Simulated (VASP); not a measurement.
Here is a VASP 6.6.1 calculation.

INCAR

```
SYSTEM = ZnSe
PREC     = Accurate       ! precision mode
ENCUT    = 600            ! plane-wave cutoff, eV
EDIFF    = 1E-6           ! SCF threshold, eV
ISMEAR   = -1             ! smearing method
SIGMA    = 0.05           ! smearing width, eV
LREAL    = .False.        ! projectors in reciprocal space
LASPH    = .True.         ! aspherical terms in the spheres
NELM     = 100            ! most SCF steps
ALGO     = Normal         ! electronic algorithm
ISIF     = 3              ! what is computed and relaxed
LWAVE    = .False.        ! write WAVECAR
LCHARG   = .False.        ! write CHGCAR
IBRION   = 2              ! ionic algorithm
NSW      = 80             ! ionic steps
EDIFFG   = -0.01          ! ionic threshold
```

The input KPOINTS:

```
Automatic mesh
0
Gamma
  8 8 8
  0 0 0
```

Contents of POSCAR:

```
ZnSe
1.0
    0.0000000000      2.8338000000      2.8338000000
    2.8338000000      0.0000000000      2.8338000000
    2.8338000000      2.8338000000      0.0000000000
Se Zn
1 1
Direct
    0.7500000000      0.7500000000      0.7500000000
    0.0000000000      0.0000000000      0.0000000000
```

Potentials or basis: VASP PAW LDA potentials, release 64 (Se, Zn).

The run is started by

```sh
$ cat potpaw_LDA.64/Se/POTCAR potpaw_LDA.64/Zn/POTCAR > POTCAR
$ mpirun -np 1 vasp_std > vasp.out
```

(1) Predict the band gap on the k mesh.

(2) Estimate the relaxed cell.

(3) Predict the space group after relaxing (to 0.05 Å).

Results:

(1) 1.27 eV, direct.

(2) a = 3.943 Å, b = 3.943 Å, c = 3.943 Å, α = 60.00°, β = 60.00°, γ = 60.00°.

(3) F-43m (No. 216).
